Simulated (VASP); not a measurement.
Wanted: the native input for a VASP 6.6.1 run.

```yaml
Task: single point
Functional: PBE
Potentials_or_basis: VASP PAW PBE potentials, release 64 (S)
Cutoff: 520 eV
k_mesh: 10 × 10 × 10
Occupations: fermi-dirac, width 0.1 eV
Spin: no spin polarisation
Dipole_correction: no
Further_INCAR_settings: ALGO = Normal; EDIFF = 1e-06; NBANDS = 9
```

The structure of S lies in POSCAR:

```
S
1.0
    1.6774600000      0.9212100000      0.8023200000
   -1.7135100000      0.9274400000      0.8640400000
   -0.0126200000     -1.8622300000      0.8480900000
S
1
Direct
    0.0000000000      0.0000000000      0.0000000000
```

The input as run:

INCAR

```
SYSTEM = S
PREC     = Accurate       ! precision mode
ENCUT    = 520            ! plane-wave cutoff, eV
EDIFF    = 1E-6           ! SCF threshold, eV
ISMEAR   = -1             ! smearing method
SIGMA    = 0.1            ! smearing width, eV
LREAL    = .False.        ! projectors in reciprocal space
LASPH    = .True.         ! aspherical terms in the spheres
NELM     = 60             ! most SCF steps
ALGO     = Normal         ! electronic algorithm
ISIF     = 2              ! what is computed and relaxed
LWAVE    = .False.        ! write WAVECAR
LCHARG   = .True.         ! write CHGCAR
GGA      = PE             ! functional
LELF     = .True.         ! ELF
LVHAR    = .True.       
NBANDS   = 9              ! bands
```

KPOINTS

```
regular mesh
0
Gamma
  10 10 10
  0 0 0
```

Potentials or basis: VASP PAW PBE potentials, release 64 (S).

Command:

```sh
$ cat potpaw_PBE.64/S/POTCAR > POTCAR
$ mpirun -np 1 vasp_std > vasp.out
```

It gave:

| Item | Value |
| --- | --- |
| Pressure | 220.6 GPa |
| Band gap on the k mesh | zero (bands 3 and 4 overlap by 15.45 eV) |

Caveat: the cell stands under pressure.

Run time: 22 s on 1 thread of Intel Xeon 8259CL, on a shared host, peak memory 0.13 GiB.
